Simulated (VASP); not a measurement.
Write the native input for VASP 6.6.1 that does the following.

```yaml
Task: single point
Functional: PBE
Potentials_or_basis: VASP PAW PBE potentials, release 64 (Cu)
Cutoff: 520 eV
k_mesh: 9 × 9 × 1
Occupations: fermi-dirac, width 0.1 eV
Spin: no spin polarisation
Dipole_correction: yes
Further_INCAR_settings: ALGO = Normal; EDIFF = 1e-06; NBANDS = 36; NELMDL = -8
```

The structure of Cu lies in POSCAR:

```
Cu
1.0
    2.5561910140      0.0000000000      0.0000000000
    1.2780955070      2.2137263550      0.0000000000
    0.0000000000      0.0000000000     20.3484848925
Cu
5
Direct
    0.0000000000      0.0000000000      0.2948622481
    0.3333333333      0.3333333333      0.3974311240
    0.6666666667      0.6666666667      0.5000000000
    0.0000000000      1.0000000000      0.6025688760
    0.3333333333      0.3333333333      0.7051377519
```

The input as run:

INCAR

```
ALGO = Normal ; DIPOL = 0.5 0.5 0.500
EDIFF = 1E-6 ; ENCUT = 520
GGA = PE ; GGA_COMPAT = False
IDIPOL = 3 ; ISIF = 2
ISMEAR = -1 ; LASPH = True
LCHARG = False ; LDIPOL = True
LREAL = False ; LWAVE = False
NBANDS = 36 ; NELM = 120
NELMDL = -8 ; PREC = Accurate
SIGMA = 0.1
```

KPOINTS

```
k-points
0
Gamma
  9 9 1
```

Potentials or basis: VASP PAW PBE potentials, release 64 (Cu).

Run with:

```sh
$ cat potpaw_PBE.64/Cu/POTCAR > POTCAR
$ mpirun -np 1 vasp_std > vasp.out
```

It gave:

```yaml
Largest_force: 0.070 eV/Å
```

Run time: 47 s on 1 thread of Intel(R) Xeon(R) 6975P-C (Granite Rapids) (shared host), peak memory 0.24 GiB.
